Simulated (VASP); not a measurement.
# Si8C6N (a cell with a defect) in VASP: a series of runs, part 2 of 2

VASP 6.6.1. Earlier steps stand in the parts before.

### 4 Single point, PBEsol

Input file INCAR:

```
SYSTEM = Si8C6N
PREC = Accurate
ENCUT = 520
EDIFF = 1E-6
ISMEAR = 0
SIGMA = 0.02
LREAL = Auto
LASPH = .True.
NELM = 80
ALGO = Normal
ISIF = 2
LWAVE = .False.
LCHARG = .False.
GGA = PS
NBANDS = 44
NELECT = 60.0
```

Input file KPOINTS:

```
regular mesh
0
Gamma
  2 3 3
  0 0 0
```

Input file POSCAR:

```
Si8C6N
1.0
   -3.0760000000     -5.3277880000      0.0000000000
    4.6140000000     -2.6638940000      0.0000000000
    0.0000000000      0.0000000000      5.0480000000
Si C N
8 6 1
Direct
    0.4984150759      0.3273948361      0.0028961965
    0.5023049905      0.6659846447      0.5030988510
    0.2491950135      0.8306692374      0.0061844295
    0.2518420744      0.1722534072      0.5082468304
    0.0021753019      0.3291378909      0.0052305864
   -0.0011037549      0.6773499892      0.5100616086
    0.7458156263      0.8271378124     -0.0005453645
    0.7573565110      0.1663876524      0.5060950872
    0.5024792405      0.3265607160      0.3783474643
    0.4932668220      0.6613926624      0.8813940174
    0.2497457375      0.1598575831      0.8808646989
    0.0043758901      0.3379955002      0.3804994057
    0.0022198890      0.6638195446      0.8883975832
    0.7506134314      0.1614087375      0.8828292393
    0.2518785448      0.8403568279      0.3790576466
```

Potentials or basis: VASP PAW PBE potentials, release 64 (Si, C, N).

Command:

```bash
$ cat potpaw_PBE.64/Si/POTCAR potpaw_PBE.64/C/POTCAR potpaw_PBE.64/N/POTCAR > POTCAR
$ mpirun -np 1 vasp_std > vasp.out
```

OUTCAR:

```text
SYSTEM = Si8C6N
   PREC = Accurate
   ENCUT = 520
   EDIFF = 1E-6
   ISMEAR = 0
   LREAL = Auto
   LASPH = .True.
   NELM = 80
   ISIF = 2
   GGA = PS
   NELECT = 60.0

 ion  position               nearest neighbor table
   1  0.498  0.327  0.003-  11 1.88  10 1.88  14 1.89   9 1.90   4 3.04   5 3.05   3 3.06   7 3.07
                             7 3.07   4 3.08   3 3.09   8 3.09   5 3.10   2 3.10   2 3.10   8 3.12
   2  0.502  0.666  0.503-  15 1.90  10 1.91   9 1.91   7 3.04   4 3.05   6 3.06   7 3.07   3 3.08
                             8 3.09   8 3.09   6 3.10   1 3.10   1 3.10   3 3.11   4 3.11
   3  0.249  0.831  0.006-  13 1.86  10 1.86  11 1.86  15 1.88   6 3.05   7 3.06   1 3.06   5 3.06
                             5 3.07   2 3.08   6 3.08   1 3.09   7 3.10   4 3.10   2 3.11   4 3.12
   4  0.252  0.172  0.508-   9 1.87  12 1.87  11 1.88  15 1.88   1 3.04   8 3.04   2 3.05   5 3.06
                             6 3.06   1 3.08   5 3.08   3 3.10   2 3.11   6 3.11   8 3.11   3 3.12
   5  0.002  0.329  0.005-  11 1.88  13 1.88  14 1.89  12 1.89   1 3.05   4 3.06   3 3.06   8 3.06
                             8 3.07   3 3.07   4 3.08   7 3.09   1 3.10   7 3.11   6 3.11
   6  0.999  0.677  0.510-  15 1.90  13 1.91  12 1.92   8 3.00   7 3.03   3 3.05   2 3.06   4 3.06
                             3 3.08   2 3.10   8 3.10   4 3.11   5 3.11   7 3.12
   7  0.746  0.827  0.999-  14 1.88  10 1.88  13 1.89   6 3.03   2 3.04   3 3.06   1 3.07   1 3.07
                             2 3.07   8 3.08   5 3.09   3 3.10   5 3.11   6 3.12   8 3.13
   8  0.757  0.166  0.506-  12 1.88   9 1.90  14 1.90   6 3.00   4 3.04   5 3.06   5 3.07   7 3.08
                             2 3.09   1 3.09   2 3.09   6 3.10   4 3.11   1 3.12   7 3.13
   9  0.502  0.327  0.378-   4 1.87   1 1.90   8 1.90   2 1.91
  10  0.493  0.661  0.881-   3 1.86   1 1.88   7 1.88   2 1.91
  11  0.250  0.160  0.881-   3 1.86   1 1.88   5 1.88   4 1.88
  12  0.004  0.338  0.380-   4 1.87   8 1.88   5 1.89   6 1.92
  13  0.002  0.664  0.888-   3 1.86   5 1.88   7 1.89   6 1.91
  14  0.751  0.161  0.883-   7 1.88   1 1.89   5 1.89   8 1.90
  15  0.252  0.840  0.379-   3 1.88   4 1.88   6 1.90   2 1.90

  LATTYP: Found a simple orthorhombic cell.
 ALAT       =     5.0480000000
 B/A-ratio  =     1.0554255573
 C/A-ratio  =     1.2187004267

  Lattice vectors:
[... 185 lines left out ...]
  ext. energy  EPLUGINS =         0.00000000
  ---------------------------------------------------
  free energy    TOTEN  =      -122.58185891 eV

  energy without entropy =     -122.58185890  energy(sigma->0) =     -122.58185890

 E-fermi :   9.3670     XC(G=0): -11.2469

 val. band max:        9.2949819863   @ k =   0.0000   0.0000   0.0000
 cond. band min:       9.4408544800   @ k =   0.5000   0.3333   0.0000
 fundamental gap:      0.1458724937
 Fermi energy:         9.3670048919

 k-point     1 :       0.0000    0.0000    0.0000
  band No.  band energies     occupation
      1      -8.8514      2.00000
      2      -6.4737      2.00000
      3      -4.6634      2.00000
      4      -4.3122      2.00000
      5      -3.7936      2.00000
      6      -3.2820      2.00000
[... 439 lines left out ...]
     41      14.1326      0.00000
     42      14.4846      0.00000
 [bands above 42 left out]

------------------------ aborting loop because EDIFF is reached ----------------------------------------

  FORCE on cell =-STRESS in cart. coord.  units (eV):
  Direction    XX          YY          ZZ          XY          YZ          ZX
  --------------------------------------------------------------------------------------
  -------------------------------------------------------------------------------------
  Total      -17.2138068    -12.2598697    -16.7778278      0.7988111     -0.6482505     -0.9643536
  in kB     -166.6882160   -118.7172506   -162.4664556      7.7352089     -6.2772699     -9.3382241
  external PRESSURE =    -149.2906407 kB  Pullay stress =       0.0000000 kB

 VOLUME and BASIS-vectors are now :
 -----------------------------------------------------------------------------
  energy-cutoff  :      520.00
  volume of cell :      165.46
      direct lattice vectors                 reciprocal lattice vectors
    -3.076000000 -5.327788000  0.000000000    -0.081274382 -0.140771367  0.000000000
     4.614000000 -2.663894000  0.000000000     0.162548765 -0.093847578  0.000000000
     0.000000000  0.000000000  5.048000000     0.000000000  0.000000000  0.198098257

 POSITION                                       TOTAL-FORCE (eV/Angst)
 -----------------------------------------------------------------------------------
     -0.02252     -3.52759      0.01462        -0.001534     -0.003876     -0.001453
      1.52776     -4.45029      2.53964        -0.000632     -0.008763      0.002230
      3.06618     -3.54047      0.03122         0.006361     -0.004998      0.000152
      0.02011     -1.80063      2.56563         0.003637     -0.002277      0.007223
      1.51195     -0.88838      0.02640        -0.000725      0.004170     -0.002043
      0.05269     -7.12630      2.57479         0.005866      0.003776      0.001280
      1.52228     -6.17695      5.04525        -0.011421      0.008189      0.017293
     -1.56192     -4.47827      2.55477        -0.008225      0.004924      0.005386
     -0.03888     -3.54703      1.90990        -0.008550      0.003890     -0.012354
      1.53438     -4.38990      4.44928         0.004571      0.010539     -0.000940
     -0.03064     -1.75644      4.44661        -0.005156      0.005190     -0.005911
      1.54605     -0.92370      1.92076        -0.001101     -0.003205     -0.010806
      3.05604     -1.78017      4.48463        -0.003607     -0.003941     -0.001824
     -1.56415     -4.42908      4.45652         0.015402     -0.009213      0.002037
      3.10263     -3.58058      1.91348         0.005115     -0.004405     -0.000271
 -----------------------------------------------------------------------------------
    total drift:                                0.008145     -0.002501     -0.004743

  FREE ENERGIE OF THE ION-ELECTRON SYSTEM (eV)
  ---------------------------------------------------
  free  energy   TOTEN  =      -122.5818589058 eV

  energy  without entropy=     -122.5818589028  energy(sigma->0) =     -122.58185890
```

OSZICAR:

```text
N       E                     dE             d eps       ncg     rms          rms(c)
DAV:   1     0.155936396435E+03    0.15594E+03   -0.27067E+04   880   0.122E+03
DAV:   2    -0.116387663593E+03   -0.27232E+03   -0.25950E+03  1092   0.218E+02
DAV:   3    -0.134356947208E+03   -0.17969E+02   -0.17788E+02  1112   0.538E+01
DAV:   4    -0.134695581833E+03   -0.33863E+00   -0.33740E+00  1136   0.815E+00
DAV:   5    -0.134702438581E+03   -0.68567E-02   -0.68498E-02  1136   0.108E+00    0.227E+01
DAV:   6    -0.122889531519E+03    0.11813E+02   -0.36993E+01  1040   0.208E+01    0.103E+01
DAV:   7    -0.122679517484E+03    0.21001E+00   -0.41089E+00  1136   0.744E+00    0.454E+00
DAV:   8    -0.122598013817E+03    0.81504E-01   -0.29817E-01  1056   0.220E+00    0.171E+00
DAV:   9    -0.122582040889E+03    0.15973E-01   -0.39927E-02  1136   0.925E-01    0.254E-01
DAV:  10    -0.122581721324E+03    0.31957E-03   -0.33605E-03  1152   0.320E-01    0.170E-01
DAV:  11    -0.122581914614E+03   -0.19329E-03   -0.17544E-03  1128   0.161E-01    0.807E-02
DAV:  12    -0.122581855657E+03    0.58957E-04   -0.41643E-04  1280   0.111E-01    0.347E-02
DAV:  13    -0.122581861549E+03   -0.58919E-05   -0.11717E-04  1032   0.448E-02    0.166E-02
DAV:  14    -0.122581858432E+03    0.31168E-05   -0.23950E-05  1072   0.217E-02    0.545E-03
DAV:  15    -0.122581858906E+03   -0.47379E-06   -0.43207E-06   904   0.963E-03
   1 F= -.12258186E+03 E0= -.12258186E+03  d E =-.296534E-08
```

Run time: 37 s. Hardware: 1 thread of Intel Xeon 6975P-C (Granite Rapids), shared host; peak memory 0.28 GiB.

What came out:

```yaml
Free_energy: -122.5819 eV
Largest_force: 0.022 eV/Å
```

Forces on the atoms (eV/Å):
```
Si  -0.002 -0.004 -0.001
Si  -0.001 -0.009  0.002
Si   0.006 -0.005  0.000
Si   0.004 -0.002  0.007
Si  -0.001  0.004 -0.002
Si   0.006  0.004  0.001
Si  -0.011  0.008  0.017
Si  -0.008  0.005  0.005
C   -0.009  0.004 -0.012
C    0.005  0.011 -0.001
C   -0.005  0.005 -0.006
C   -0.001 -0.003 -0.011
C   -0.004 -0.004 -0.002
C    0.015 -0.009  0.002
N    0.005 -0.004  0.000
```

Caveat: the k points lie up to 0.51 Å⁻¹ apart; the cell carries a net charge on a neutralising background, which shifts energy and pressure; the cell is charged against a uniform background, so pressure and absolute levels hang on convention; the PAW data sets were made with another functional, which shifts forces and pressure a little.
